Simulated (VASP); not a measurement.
# BaZrO3 (Pm-3m) in VASP: single point with PBE

Aim: the single point of BaZrO3 with PBE.

All numbers are computed with VASP 6.6.1; they aren't measurements. Logs are shortened: lines on timing, memory, paths and dates and some standing lists are left out, and cuts for length are marked.

## Step 1: The cell of the first run

The structure is cubic, space group Pm-3m (No. 221). Conventional cell: a = 4.181 Å, b = 4.181 Å, c = 4.181 Å, α = 90.00°, β = 90.00°, γ = 90.00°. Within 3.9 Å of Ba (site symmetry m-3m) lie 12 O at 2.96 Å and 8 Zr at 3.62 Å. Within 2.8 Å of Zr (site symmetry m-3m) lie 6 O at 2.09 Å. Within 2.8 Å of O (site symmetry 4/mmm) lie 2 Zr at 2.09 Å.

## Step 2: Single point, PBE

Contents of INCAR:

```
PREC     = Accurate       # precision mode
ENCUT    = 910            # plane-wave cutoff, eV
EDIFF    = 1E-6           # SCF threshold, eV
ISMEAR   = 0              # smearing method
SIGMA    = 0.05           # smearing width, eV
LREAL    = F              # projectors in reciprocal space
LASPH    = T              # aspherical terms in the spheres
NELM     = 120            # most SCF steps
ALGO     = Normal         # electronic algorithm
ISIF     = 2              # what is computed and relaxed
LWAVE    = F              # write WAVECAR
LCHARG   = F              # write CHGCAR
GGA      = PE             # functional
NBANDS   = 28             # bands
GGA_COMPAT= F
```

Contents of KPOINTS:

```
Automatic mesh
0
Gamma
  6 6 6
```

Contents of POSCAR:

```
BaZrO3
1.0
    4.1815000000      0.0000000000      0.0000000000
    0.0000000000      4.1815000000      0.0000000000
    0.0000000000      0.0000000000      4.1815000000
Ba Zr O
1 1 3
Direct
    0.5000000000      0.5000000000      0.5000000000
    0.0000000000      0.0000000000      0.0000000000
    0.5000000000      0.0000000000      0.0000000000
    0.0000000000      0.5000000000      0.0000000000
    0.0000000000      0.0000000000      0.5000000000
```

Potentials or basis: VASP PAW PBE potentials, release 64 (Ba_sv, Zr_sv, O_h).

Command:

```
$ cat potpaw_PBE.64/Ba_sv/POTCAR potpaw_PBE.64/Zr_sv/POTCAR potpaw_PBE.64/O_h/POTCAR > POTCAR
$ mpirun -np 1 vasp_std > vasp.out
```

OUTCAR:

```text
PREC = Accurate
   ENCUT = 910
   EDIFF = 1E-6
   ISMEAR = 0
   LREAL = F
   LASPH = T
   NELM = 120
   ISIF = 2
   GGA = PE

 ion  position               nearest neighbor table
   1  0.500  0.500  0.500-   3 2.96   4 2.96   5 2.96   3 2.96   4 2.96   3 2.96   5 2.96   3 2.96
                             4 2.96   5 2.96   4 2.96   5 2.96   2 3.62   2 3.62   2 3.62   2 3.62
   2  0.000  0.000  0.000-   3 2.09   4 2.09   5 2.09   5 2.09   4 2.09   3 2.09   1 3.62   1 3.62
                             1 3.62   1 3.62   1 3.62   1 3.62   1 3.62   1 3.62
   3  0.500  0.000  0.000-   2 2.09   2 2.09   1 2.96   1 2.96   1 2.96   1 2.96
   4  0.000  0.500  0.000-   2 2.09   2 2.09   1 2.96   1 2.96   1 2.96   1 2.96
   5  0.000  0.000  0.500-   2 2.09   2 2.09   1 2.96   1 2.96   1 2.96   1 2.96

  LATTYP: Found a simple cubic cell.
 ALAT       =     4.1815000000

  Lattice vectors:

 A1 = (   4.1815000000,   0.0000000000,   0.0000000000)
 A2 = (   0.0000000000,   4.1815000000,   0.0000000000)
 A3 = (   0.0000000000,   0.0000000000,   4.1815000000)

Analysis of symmetry for initial positions (statically):
=====================================================================
 Subroutine PRICEL returns:
 Original cell was already a primitive cell.

 Routine SETGRP: Setting up the symmetry group for a
 simple cubic supercell.

 Subroutine GETGRP returns: Found 48 space group operations
 (whereof 48 operations were pure point group operations)
 out of a pool of 48 trial point group operations.

The static configuration has the point symmetry O_h .

Analysis of symmetry for dynamics (positions and initial velocities):
=====================================================================
 Subroutine PRICEL returns:
 Original cell was already a primitive cell.

 Routine SETGRP: Setting up the symmetry group for a
 simple cubic supercell.

 Subroutine GETGRP returns: Found 48 space group operations
 (whereof 48 operations were pure point group operations)
 out of a pool of 48 trial point group operations.

The dynamic configuration has the point symmetry O_h .

 Subroutine INISYM returns: Found 48 space group operations
 (whereof 48 operations are pure point group operations),
 and found     1 'primitive' translations

----------------------------------------------------------------------------------------

                                     Primitive cell
[... 92 lines left out ...]
   EDIFF  = 0.1E-05   stopping-criterion for ELM
   LREAL  =      F    real-space projection
   EDIFFG = 0.1E-04   stopping-criterion for IOM
   NSW    =      0    number of steps for IOM
   IBRION =     -1    ionic relax: 0-MD 1-quasi-New 2-CG
   NFREE  =      0    steps in history (QN), initial steepest desc. (CG)
   ISIF   =      2    stress and relaxation
   ISYM   =      2    0-nonsym 1-usesym 2-fastsym
   POTIM  = 0.5000    time-step for ionic-motion
   TEBEG  =    0.0;   TEEND  =   0.0 temperature during run
   PSTRESS=    0.0 pullay stress
   NELECT =      40.0000    total number of electrons
   NUPDOWN=      -1.0000    fix difference up-down
   EMIN   =  10.00;   EMAX   =-10.00  energy-range for DOS
   EFERMI =   0.00;   METHOD = LEGACY
   ISMEAR =     0;   SIGMA  =   0.05  broadening in eV -4-tet -1-fermi 0-gaus
   EFERMI_NEDOS =   21; number of points for ismear=-14 and -15
   IALGO  =     38    algorithm
   IMIX   =      4    mixing-type and parameters
     AMIX     =   0.40;   BMIX     =  1.00
     AMIX_MAG =   1.60;   BMIX_MAG =  1.00
  volume/ion in A,a.u.               =      14.62        98.68
  Fermi-wavevector in a.u.,A,eV,Ry     =   1.338945  2.530239 24.392166  1.792774
  Thomas-Fermi vector in A             =   2.467376
   LORBIT       =      0    0 simple, 1 ext, 2 COOP (PROOUT), +10 PAW based schemes
   GGA     = PE    functional components
   LHFCALC =     F    Hartree Fock is set to
   AEXX    =    0.0000 exact exchange contribution
   IVDW    =     0    specifies the selected vdW correction
   LEPSILON=     F    determine dielectric tensor
   LRPA    =     F    only Hartree local field effects (RPA)
 non-spin polarized calculation
 Gauss-broadening in eV      SIGMA  =   0.05
  energy-cutoff  :      910.00
  volume of cell :       73.11
 maximum number of plane-waves:      4632
 NGX is ok and might be reduce to    42
   NGX = 21   NGY = 21   NGZ = 21

 number of electron      40.0000012 magnetization

 Free energy of the ion-electron system (eV)
  ---------------------------------------------------
  ext. energy  EPLUGINS =         0.00000000
  ---------------------------------------------------
  free energy    TOTEN  =       -41.68977290 eV

  energy without entropy =      -41.68977290  energy(sigma->0) =      -41.68977290

 E-fermi :   4.3737     XC(G=0): -10.8101

 val. band max:        4.1515241503   @ k =   0.5000   0.5000   0.5000
 cond. band min:       7.3614842465   @ k =   0.0000   0.0000   0.0000
 fundamental gap:      3.2099600962
 Fermi energy:         4.3736723450

 k-point     1 :       0.0000    0.0000    0.0000
  band No.  band energies     occupation
      1     -42.8197      2.00000
      2     -21.1382      2.00000
      3     -20.9909      2.00000
      4     -20.9909      2.00000
      5     -20.9909      2.00000
      6     -12.2287      2.00000
[... 609 lines left out ...]
     27      13.3455      0.00000
     28      13.3455      0.00000

------------------------ aborting loop because EDIFF is reached ----------------------------------------

  FORCE on cell =-STRESS in cart. coord.  units (eV):
  Direction    XX          YY          ZZ          XY          YZ          ZX
  --------------------------------------------------------------------------------------
  -------------------------------------------------------------------------------------
  Total        2.7709355      2.7709355      2.7709355     -0.0000000     -0.0000000      0.0000000
  in kB       60.7212492     60.7212492     60.7212492     -0.0000000     -0.0000000      0.0000000
  external PRESSURE =      60.7212492 kB  Pullay stress =       0.0000000 kB

 VOLUME and BASIS-vectors are now :
 -----------------------------------------------------------------------------
  energy-cutoff  :      910.00
  volume of cell :       73.11
      direct lattice vectors                 reciprocal lattice vectors
     4.181500000  0.000000000  0.000000000     0.239148631  0.000000000  0.000000000
     0.000000000  4.181500000  0.000000000     0.000000000  0.239148631  0.000000000
     0.000000000  0.000000000  4.181500000     0.000000000  0.000000000  0.239148631

 POSITION                                       TOTAL-FORCE (eV/Angst)
 -----------------------------------------------------------------------------------
      2.09075      2.09075      2.09075         0.000000      0.000000      0.000000
      0.00000      0.00000      0.00000         0.000000      0.000000      0.000000
      2.09075      0.00000      0.00000         0.000000      0.000000      0.000000
      0.00000      2.09075      0.00000         0.000000      0.000000      0.000000
      0.00000      0.00000      2.09075         0.000000      0.000000      0.000000
 -----------------------------------------------------------------------------------
    total drift:                                0.000000      0.000000     -0.000000

  FREE ENERGIE OF THE ION-ELECTRON SYSTEM (eV)
  ---------------------------------------------------
  free  energy   TOTEN  =       -41.6897729042 eV

  energy  without entropy=      -41.6897729042  energy(sigma->0) =      -41.68977290
```

stdout:

```text
POSCAR found type information on POSCAR BaZrO
 POSCAR found :  3 types and       5 ions
 scaLAPACK will be used
 LDA part: xc-table for (Slater+PW92), standard interpolation
 POSCAR, INCAR and KPOINTS ok, starting setup
 FFT: planning ... GRIDC
 FFT: planning ... GRID_SOFT
 FFT: planning ... GRID
 WAVECAR not read
 entering main loop
```

It took 2 min on 1 thread of Intel Xeon Platinum 8375C at 2.90GHz (Ice Lake), shared host; peak memory 0.32 GiB.

What came out:

| Quantity | Value |
| --- | --- |
| Free energy | -41.6898 eV |
| Pressure | 6.1 GPa |
| Band gap on the k mesh | 3.21 eV (least direct gap 3.42 eV) |

Caveat: the cutoff is under 1.25 times the usual one of these potentials, so pressure, stress and relaxed cells hold a basis-set (Pulay) error; the cell stands under pressure; spin-orbit coupling is left out, which moves the levels of the heavy elements. A k mesh can miss the band edges.
